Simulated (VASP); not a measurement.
# TaN (lda) (P-62m) in VASP: further runs

The runs below take TaN (lda) through single point, with LDA.

All numbers are computed with VASP 6.6.1; they aren't measurements. Logs are shortened: lines on timing, memory, paths and dates and some standing lists are left out, and cuts for length are marked.

## Step 1: The cell of the first run

The structure is hexagonal, space group P-62m (No. 189). Conventional cell: a = 5.154 Å, b = 5.154 Å, c = 2.871 Å, α = 90.00°, β = 90.00°, γ = 120.00°. Within 2.7 Å of Ta (site symmetry -62m) lie 3 N at 2.03 Å. Ta (site symmetry -6) has 6 N at 2.14 Å within 2.8 Å. N (site symmetry m2m) has 5 Ta at 2.03 to 2.14 Å within 2.7 Å.

## Step 2: Single point, LDA

File INCAR:

```
ALGO = Normal
EDIFF = 1E-6
ENCUT = 600
GGA = CA
GGA_COMPAT = F
ISIF = 2
ISMEAR = 0
LASPH = T
LCHARG = F
LREAL = F
LWAVE = F
NBANDS = 36
NELM = 120
PREC = Accurate
SIGMA = 0.1
```

File KPOINTS:

```
k-points
0
Gamma
  6 6 6
```

File POSCAR:

```
TaN
1.0
    5.1535804508      0.0000000000      0.0000000000
   -2.5767902254      4.4631315908      0.0000000000
    0.0000000000      0.0000000000      2.8712062643
Ta N
3 3
Direct
    0.0000000000      0.0000000000      0.0000000000
    0.3333333333      0.6666666667      0.5000000000
    0.6666666667      0.3333333333      0.5000000000
    0.3934654626      0.0000000000      0.0000000000
    0.6065345374      0.6065345374      0.0000000000
    0.0000000000      0.3934654626      0.0000000000
```

Potentials or basis: VASP PAW LDA potentials, release 64 (Ta_sv_GW, N).

The run is started by

```console
> cat potpaw_LDA.64/Ta_sv_GW/POTCAR potpaw_LDA.64/N/POTCAR > POTCAR
> mpirun -np 1 vasp_std > vasp.out
```

OUTCAR:

```text
EDIFF = 1E-6
   ENCUT = 600
   GGA = CA
   ISIF = 2
   ISMEAR = 0
   LASPH = T
   LREAL = F
   NELM = 120
   PREC = Accurate

 ion  position               nearest neighbor table
   1  0.000  0.000  0.000-   5 2.03   6 2.03   4 2.03
   2  0.333  0.667  0.500-   4 2.14   4 2.14   6 2.14   6 2.14   5 2.14   5 2.14   3 2.98   3 2.98
                             3 2.98
   3  0.667  0.333  0.500-   6 2.14   6 2.14   4 2.14   4 2.14   5 2.14   5 2.14   2 2.98   2 2.98
                             2 2.98
   4  0.393  0.000  0.000-   1 2.03   2 2.14   2 2.14   3 2.14   3 2.14
   5  0.607  0.607  0.000-   1 2.03   3 2.14   3 2.14   2 2.14   2 2.14
   6  0.000  0.393  0.000-   1 2.03   3 2.14   3 2.14   2 2.14   2 2.14

  LATTYP: Found a hexagonal cell.
 ALAT       =     5.1535804508
 C/A-ratio  =     0.5571284453

  Lattice vectors:

 A1 = (   5.1535804508,   0.0000000000,   0.0000000000)
 A2 = (  -2.5767902254,   4.4631315908,   0.0000000000)
 A3 = (   0.0000000000,   0.0000000000,   2.8712062643)

Analysis of symmetry for initial positions (statically):
=====================================================================
 Subroutine PRICEL returns:
 Original cell was already a primitive cell.

 Routine SETGRP: Setting up the symmetry group for a
 hexagonal supercell.

 Subroutine GETGRP returns: Found 12 space group operations
 (whereof 12 operations were pure point group operations)
 out of a pool of 24 trial point group operations.

The static configuration has the point symmetry D_3h.

Analysis of symmetry for dynamics (positions and initial velocities):
=====================================================================
 Subroutine PRICEL returns:
 Original cell was already a primitive cell.

 Routine SETGRP: Setting up the symmetry group for a
 hexagonal supercell.

 Subroutine GETGRP returns: Found 12 space group operations
 (whereof 12 operations were pure point group operations)
 out of a pool of 24 trial point group operations.

The dynamic configuration has the point symmetry D_3h.

 Subroutine INISYM returns: Found 12 space group operations
 (whereof 12 operations are pure point group operations),
 and found     1 'primitive' translations

----------------------------------------------------------------------------------------

                                     Primitive cell

  volume of cell :      66.0409

  direct lattice vectors                    reciprocal lattice vectors
     5.153580451  0.000000000  0.000000000     0.194039854  0.112028962  0.000000000
    -2.576790225  4.463131591  0.000000000     0.000000000  0.224057924  0.000000000
     0.000000000  0.000000000  2.871206264     0.000000000  0.000000000  0.348285671

  length of vectors
     5.153580451  5.153580451  2.871206264     0.224057924  0.224057924  0.348285671

  position of ions in fractional coordinates (direct lattice)
     0.000000000  0.000000000  0.000000000
     0.333333333  0.666666667  0.500000000
     0.666666667  0.333333333  0.500000000
     0.393465463  0.000000000  0.000000000
     0.606534537  0.606534537  0.000000000
     0.000000000  0.393465463  0.000000000

  ion indices of the primitive-cell ions
   primitive index   ion index
                 1           1
                 2           2
                 3           3
                 4           4
                 5           5
                 6           6

----------------------------------------------------------------------------------------

 KPOINTS: k-points

Automatic generation of k-mesh.
 Grid dimensions read from file:
 generate k-points for:    6    6    6

 Generating k-lattice:

  Cartesian coordinates                     Fractional coordinates (reciprocal lattice)
     0.032339976  0.018671494  0.000000000     0.166666667  0.000000000  0.000000000
     0.000000000  0.037342987  0.000000000     0.000000000  0.166666667  0.000000000
     0.000000000  0.000000000  0.058047612     0.000000000  0.000000000  0.166666667

  Length of vectors
     0.037342987  0.037342987  0.058047612

  Shift w.r.t. Gamma in fractional coordinates (k-lattice)
     0.000000000  0.000000000  0.000000000

 Subroutine IBZKPT returns following result:
 ===========================================

 Found     28 irreducible k-points:

 Following reciprocal coordinates:
            Coordinates               Weight
  0.000000  0.000000  0.000000      1.000000
  0.166667  0.000000  0.000000      6.000000
  0.333333  0.000000  0.000000      6.000000
  0.500000  0.000000  0.000000      3.000000
  0.166667  0.166667  0.000000      6.000000
  0.333333  0.166667  0.000000     12.000000
[... 16 lines left out ...]
  0.166667  0.000000  0.500000      6.000000
  0.333333  0.000000  0.500000      6.000000
 [... further k-points ...]
   k-points           NKPTS =     28   k-points in BZ     NKDIM =     28   number of bands    NBANDS=     36
   number of dos      NEDOS =    301   number of ions     NIONS =      6
   total plane-waves  NPLWV =  42336
   dimension x,y,z NGX =    42 NGY =   42 NGZ =   24
   dimension x,y,z NGXF=    84 NGYF=   84 NGZF=   48
   ions per type =               3   3
   NGX,Y,Z   is equivalent  to a cutoff of  13.55, 13.55, 13.90 a.u.
   NGXF,Y,Z  is equivalent  to a cutoff of  27.10, 27.10, 27.79 a.u.
 SYSTEM =  unknown system
   PREC   = accura    normal or accurate (medium, high low for compatibility)
   ISTART =      0    job   : 0-new  1-cont  2-samecut
   ICHARG =      2    charge: 1-file 2-atom 10-const
   ISPIN  =      1    spin polarized calculation?
   LNONCOLLINEAR =      F non collinear calculations
   LSORBIT =      F    spin-orbit coupling
   LASPH  =      T    aspherical Exc in radial PAW
   ENCUT  =  600.0 eV  44.10 Ry    6.64 a.u.  10.29 10.29  5.73*2*pi/ulx,y,z
   NELM   =    120;   NELMIN=  2; NELMDL= -5     # of ELM steps
   EDIFF  = 0.1E-05   stopping-criterion for ELM
   LREAL  =      F    real-space projection
   EDIFFG = 0.1E-04   stopping-criterion for IOM
   NSW    =      0    number of steps for IOM
   IBRION =     -1    ionic relax: 0-MD 1-quasi-New 2-CG
   NFREE  =      0    steps in history (QN), initial steepest desc. (CG)
   ISIF   =      2    stress and relaxation
   ISYM   =      2    0-nonsym 1-usesym 2-fastsym
   POTIM  = 0.5000    time-step for ionic-motion
   TEBEG  =    0.0;   TEEND  =   0.0 temperature during run
   PSTRESS=    0.0 pullay stress
   NELECT =      54.0000    total number of electrons
   NUPDOWN=      -1.0000    fix difference up-down
   EMIN   =  10.00;   EMAX   =-10.00  energy-range for DOS
   EFERMI =   0.00;   METHOD = LEGACY
   ISMEAR =     0;   SIGMA  =   0.10  broadening in eV -4-tet -1-fermi 0-gaus
   EFERMI_NEDOS =   21; number of points for ismear=-14 and -15
   IALGO  =     38    algorithm
   IMIX   =      4    mixing-type and parameters
     AMIX     =   0.40;   BMIX     =  1.00
     AMIX_MAG =   1.60;   BMIX_MAG =  1.00
  volume/ion in A,a.u.               =      11.01        74.28
  Fermi-wavevector in a.u.,A,eV,Ry     =   1.530858  2.892903 31.885629  2.343528
  Thomas-Fermi vector in A             =   2.638283
   LORBIT       =      0    0 simple, 1 ext, 2 COOP (PROOUT), +10 PAW based schemes
   GGA     = CA    functional components
   LHFCALC =     F    Hartree Fock is set to
   AEXX    =    0.0000 exact exchange contribution
   IVDW    =     0    specifies the selected vdW correction
   LEPSILON=     F    determine dielectric tensor
   LRPA    =     F    only Hartree local field effects (RPA)
 non-spin polarized calculation
 Gauss-broadening in eV      SIGMA  =   0.10
  energy-cutoff  :      600.00
  volume of cell :       66.04
 maximum number of plane-waves:      2237
 NGX is ok and might be reduce to    42
   NGX = 21   NGY = 21   NGZ = 11

 number of electron      53.9999998 magnetization

 Free energy of the ion-electron system (eV)
  ---------------------------------------------------
  ext. energy  EPLUGINS =         0.00000000
  ---------------------------------------------------
  free energy    TOTEN  =       -81.68139893 eV

  energy without entropy =      -81.67728172  energy(sigma->0) =      -81.67934033

 E-fermi :  12.4763     XC(G=0): -13.7869

 val. band max:       12.1791745932   @ k =   0.1667   0.0000   0.1667
 cond. band min:      12.4934703600   @ k =   0.1667   0.0000   0.3333
 fundamental gap:      0.3142957668
 Fermi energy:        12.4762943560

 k-point     1 :       0.0000    0.0000    0.0000
  band No.  band energies     occupation
      1     -56.4897      2.00000
      2     -56.4375      2.00000
      3     -55.8621      2.00000
      4     -23.5597      2.00000
      5     -23.5597      2.00000
      6     -23.1788      2.00000
[... 28 lines left out ...]
     35      15.7518      0.00000
     36      15.7518      0.00000

 k-point     2 :       0.1667    0.0000    0.0000
  band No.  band energies     occupation
      1     -56.4864      2.00000
      2     -56.4405      2.00000
      3     -55.8621      2.00000
      4     -23.5873      2.00000
      5     -23.5535      2.00000
      6     -23.1495      2.00000
[... 28 lines left out ...]
     35      15.7395      0.00000
     36      15.9636      0.00000

 k-point     3 :       0.3333    0.0000    0.0000
  band No.  band energies     occupation
      1     -56.4784      2.00000
      2     -56.4484      2.00000
      3     -55.8624      2.00000
      4     -23.6329      2.00000
      5     -23.5028      2.00000
      6     -23.1642      2.00000
[... 28 lines left out ...]
     35      16.4354      0.00000
     36      16.5100      0.00000
[... 742 lines left out ...]
 k-point    23 :       0.1667    0.0000    0.5000
  band No.  band energies     occupation
      1     -56.4308      2.00000
      2     -56.3868      2.00000
      3     -55.8144      2.00000
      4     -23.9415      2.00000
      5     -23.7424      2.00000
      6     -23.3913      2.00000
[... 28 lines left out ...]
     35      16.8088      0.00000
     36      17.0171      0.00000

 k-point    24 :       0.3333    0.0000    0.5000
  band No.  band energies     occupation
      1     -56.4232      2.00000
      2     -56.3944      2.00000
      3     -55.8144      2.00000
      4     -23.9221      2.00000
      5     -23.7777      2.00000
      6     -23.4078      2.00000
[... 28 lines left out ...]
     35      17.5356      0.00000
     36      17.8134      0.00000

 [... further k-points ...]
[... 5 lines left out ...]
  --------------------------------------------------------------------------------------
  -------------------------------------------------------------------------------------
  Total        0.4457037      0.4457037      0.4152434      0.0000000     -0.0000000      0.0000000
  in kB       10.8129376     10.8129376     10.0739586      0.0000000     -0.0000000      0.0000000
  external PRESSURE =      10.5666113 kB  Pullay stress =       0.0000000 kB

 VOLUME and BASIS-vectors are now :
 -----------------------------------------------------------------------------
  energy-cutoff  :      600.00
  volume of cell :       66.04
      direct lattice vectors                 reciprocal lattice vectors
     5.153580451  0.000000000  0.000000000     0.194039854  0.112028962  0.000000000
    -2.576790225  4.463131591  0.000000000     0.000000000  0.224057924  0.000000000
     0.000000000  0.000000000  2.871206264     0.000000000  0.000000000  0.348285671

 POSITION                                       TOTAL-FORCE (eV/Angst)
 -----------------------------------------------------------------------------------
      0.00000      0.00000      0.00000         0.000000      0.000000      0.000000
     -0.00000      2.97542      1.43560         0.000000      0.000000      0.000000
      2.57679      1.48771      1.43560         0.000000      0.000000      0.000000
      2.02776      0.00000      0.00000         0.001585      0.000000      0.000000
      1.56291      2.70704      0.00000        -0.000793     -0.001373     -0.000000
     -1.01388      1.75609      0.00000        -0.000793      0.001373      0.000000
 -----------------------------------------------------------------------------------
    total drift:                                0.000000      0.000001     -0.000000

  FREE ENERGIE OF THE ION-ELECTRON SYSTEM (eV)
  ---------------------------------------------------
  free  energy   TOTEN  =       -81.6813989289 eV

  energy  without entropy=      -81.6772817238  energy(sigma->0) =      -81.67934033
```

It took 90 s on 1 thread of Intel Xeon Platinum 8375C at 2.90GHz (Ice Lake), shared host; peak memory 0.21 GiB.

Results:

```yaml
Free_energy: -81.6814 eV
Pressure: 1.1 GPa
Band_gap_on_the_k_mesh: zero (band 27 reaches 14.40 eV, above the bottom of band 28 at 11.48 eV)
```

Caveat: the k points lie up to 0.36 Å⁻¹ apart; spin-orbit coupling is left out, which moves the levels of the heavy elements.

## Step 3: Single point, LDA

This run uses another cell than the first one, of 11.41 Å³/atom, 1.037 times its volume.

File INCAR:

```
SYSTEM = TaN
PREC = Accurate
ENCUT = 600
EDIFF = 1E-6
ISMEAR = 0
SIGMA = 0.1
LREAL = .FALSE.
LASPH = .TRUE.
NELM = 120
ALGO = Normal
ISIF = 2
LWAVE = .FALSE.
LCHARG = .FALSE.
NBANDS = 36
GGA_COMPAT = .FALSE.
```

File KPOINTS:

```
Automatic mesh
0
G
  6 6 6
  0 0 0
```

File POSCAR:

```
TaN
1.0
    5.2084955000      0.0000000000      0.0000000000
   -2.6042477500      4.5106894200      0.0000000000
    0.0000000000      0.0000000000      2.9147477500
Ta N
3 3
Direct
    0.0000000000      0.0000000000      0.0000000000
    0.3333333300      0.6666666700      0.5000000000
    0.6666666700      0.3333333300      0.5000000000
    0.3923921700      0.0000000000      0.0000000000
    0.6076078300      0.6076078300      0.0000000000
    0.0000000000      0.3923921700      0.0000000000
```

Potentials or basis: VASP PAW LDA potentials, release 64 (Ta_sv_GW, N).

The run is started by

```console
> cat potpaw_LDA.64/Ta_sv_GW/POTCAR potpaw_LDA.64/N/POTCAR > POTCAR
> mpirun -np 1 vasp_std > vasp.out
```

Run time: 86 s. Hardware: 1 thread of Intel Xeon Platinum 8375C at 2.90GHz (Ice Lake), shared host; peak memory 0.21 GiB.

The run converged. Its results:

```yaml
Free_energy: -81.6065 eV
Pressure: -10.8 GPa
Largest_force: 0.013 eV/Å
Band_gap_on_the_k_mesh: zero (band 27 reaches 13.78 eV, above the bottom of band 28 at 11.00 eV)
```

Forces in eV/Å, atoms in the order of the input:
```
Ta   0.000  0.000  0.000
Ta   0.000  0.000  0.000
Ta   0.000  0.000  0.000
N   -0.013  0.000  0.000
N    0.006  0.011  0.000
N    0.006 -0.011  0.000
```

Stress tensor (GPa, compression positive):
```
 -9.75   0.00   0.00
  0.00  -9.75   0.00
  0.00   0.00 -12.85
```

Levels at points of the mesh, in eV from the Fermi level:
```tsv
k point	band 23	band 24	band 25	band 26	band 27	band 28	band 29	band 30	band 31	band 32
(0.00, 0.00, 0.00)	-4.99	-4.18	-3.27	-1.90	-0.91	-0.91	0.55	0.55	1.78	1.90
(0.50, 0.00, 0.00)	-4.55	-3.86	-3.80	-2.80	-2.62	1.18	1.75	1.89	2.36	2.37
(0.00, 0.00, 0.50)	-4.45	-4.29	-2.81	-2.81	1.87	1.87	2.02	2.18	2.18	3.24
(0.50, 0.00, 0.50)	-4.63	-3.97	-3.20	-1.88	-0.93	0.49	1.35	3.20	3.25	3.34
```

Caveat: spin-orbit coupling is left out, which moves the levels of the heavy elements.

## Step 4: Single point, LDA

File INCAR:

```
PREC = Accurate ; ENCUT = 600
EDIFF = 1E-6 ; ISMEAR = 0
SIGMA = 0.1 ; LREAL = F
LASPH = T ; NELM = 120
ALGO = Normal ; ISIF = 2
LWAVE = F ; LCHARG = F
NBANDS = 36 ; GGA_COMPAT = F
```

File KPOINTS:

```
Automatic mesh
0
Gamma
  9 9 12
```

File POSCAR:

```
TaN
1.0
    5.1481041698      0.0000000000      0.0000000000
   -2.5740520849      4.4583889924      0.0000000000
    0.0000000000      0.0000000000      2.8756688380
Ta N
3 3
Direct
    0.0000000000      0.0000000000      0.0000000000
    0.3333333333      0.6666666667      0.5000000000
    0.6666666667      0.3333333333      0.5000000000
    0.3934834414      0.0000000000      0.0000000000
    0.6065165586      0.6065165586      0.0000000000
    0.0000000000      0.3934834414      0.0000000000
```

The run is started by

```console
> cat potpaw_LDA.64/Ta_sv_GW/POTCAR potpaw_LDA.64/N/POTCAR > POTCAR
> mpirun -np 1 vasp_std > vasp.out
```

Run time: 6.7 min. Hardware: 1 thread of Intel Xeon Platinum 8488C (Sapphire Rapids), shared host; peak memory 0.31 GiB.

The run converged. Its results:

| Item | Value |
| --- | --- |
| Free energy | -81.6887 eV |
| Pressure | 1.2 GPa |
| Largest force | 0.010 eV/Å |
| Band gap on the k mesh | zero (band 27 reaches 14.42 eV, above the bottom of band 28 at 11.15 eV) |

Forces on the atoms (eV/Å):
```
Ta   0.000  0.000  0.000
Ta   0.000  0.000  0.000
Ta   0.000  0.000  0.000
N    0.010  0.000  0.000
N   -0.005 -0.009  0.000
N   -0.005  0.009  0.000
```

Levels at points of the mesh, in eV from the Fermi level:
```
           k point  band 23  band 24  band 25  band 26  band 27  band 28  band 29  band 30  band 31  band 32
(0.00, 0.00, 0.00)    -5.22    -4.40    -3.42    -2.07    -1.06    -1.06     0.48     0.48     1.77     1.93
(0.00, 0.00, 0.50)    -4.66    -4.44    -3.04    -3.04     1.86     1.86     2.03     2.17     2.17     3.32
```

Caveat: spin-orbit coupling is left out, which moves the levels of the heavy elements.

## Step 5: Summary

```csv
cell,k mesh,gap on the mesh (eV),pressure (GPa),largest force (eV/Å)
"a = 5.154, b = 5.154, c = 2.871 Å, angles 90.0, 90.0, 120.0°, 6 atoms",6 × 6 × 6,none,1.1,-
"a = 5.208, b = 5.208, c = 2.915 Å, angles 90.0, 90.0, 120.0°, 6 atoms",6 × 6 × 6,none,-10.8,0.01
"a = 5.148, b = 5.148, c = 2.876 Å, angles 90.0, 90.0, 120.0°, 6 atoms",9 × 9 × 12,none,1.2,0.01
```

Alike in all rows: task single point; level LDA; potentials or basis VASP PAW LDA potentials, release 64 (Ta_sv_GW, N); no spin polarisation; cutoff (eV) 600; smearing gaussian 0.1 eV.

Caveats: some runs use coarse meshes; spin-orbit coupling is left out, which moves the levels of the heavy elements.

Absolute energies hang on the potentials; compare differences alone.
